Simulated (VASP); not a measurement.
Set up this calculation in VASP 6.6.1, as the native input.

| Quantity | Value |
| --- | --- |
| Task | single point |
| Functional | revPBE |
| Potentials or basis | VASP PAW PBE potentials, release 64 (Fe, O) |
| Cutoff | 520 eV |
| k mesh | 11 × 11 × 11 |
| Occupations | fermi-dirac, width 0.05 eV |
| Spin | collinear spin, ferromagnetic start |
| Starting moments | [3.0, 0.0] μB |
| Dipole correction | no |
| Further INCAR settings | ALGO = Normal; EDIFF = 1e-07; NBANDS = 18 |

The structure of FeO lies in POSCAR:

```
FeO
1.0
    0.0000000000      2.1113998987      2.1113998987
    2.1113998987      0.0000000000      2.1113998987
    2.1113998987      2.1113998987      0.0000000000
Fe O
1 1
Direct
    0.0000000000      0.0000000000      0.0000000000
    0.5000000000      0.5000000000      0.5000000000
```

The input as run:

INCAR

```
SYSTEM = FeO
PREC = Accurate ; ENCUT = 520
EDIFF = 1E-7 ; ISMEAR = -1
SIGMA = 0.05 ; LREAL = .FALSE.
LASPH = .TRUE. ; NELM = 150
ALGO = Normal ; ISIF = 2
LWAVE = .FALSE. ; LCHARG = .TRUE.
ISPIN = 2 ; MAGMOM = 3 0
LORBIT = 11 ; LMAXMIX = 4
GGA = RE ; LELF = .TRUE.
LVHAR = .TRUE. ; NBANDS = 18
```

KPOINTS

```
regular mesh
0
G
  11 11 11
  0 0 0
```

Potentials or basis: VASP PAW PBE potentials, release 64 (Fe, O).

Run with:

```console
$ cat potpaw_PBE.64/Fe/POTCAR potpaw_PBE.64/O/POTCAR > POTCAR
$ mpirun -np 1 vasp_std > vasp.out
```

It gave:

```json
{"Pressure": "17.6 GPa", "Band gap on the k mesh": "zero (filled and empty bands overlap)", "Net moment": "4.00 μB per cell", "Site moments": "Fe +3.61; O +0.31 μB", "Valence electrons inside the program's atomic spheres": "Fe 6.83; O 5.04"}
```

Caveat: the cell stands under pressure; the PAW data sets were made with another functional, which shifts forces and pressure a little; a cell with one magnetic atom can't hold antiferromagnetic order, which such compounds often take; semilocal functionals often make such compounds metallic where correlation or magnetic order opens a gap, which also shifts bond lengths.

Wall time 56 s on 1 thread of Intel Xeon 8259CL, on a shared host, peak memory 0.17 GiB.
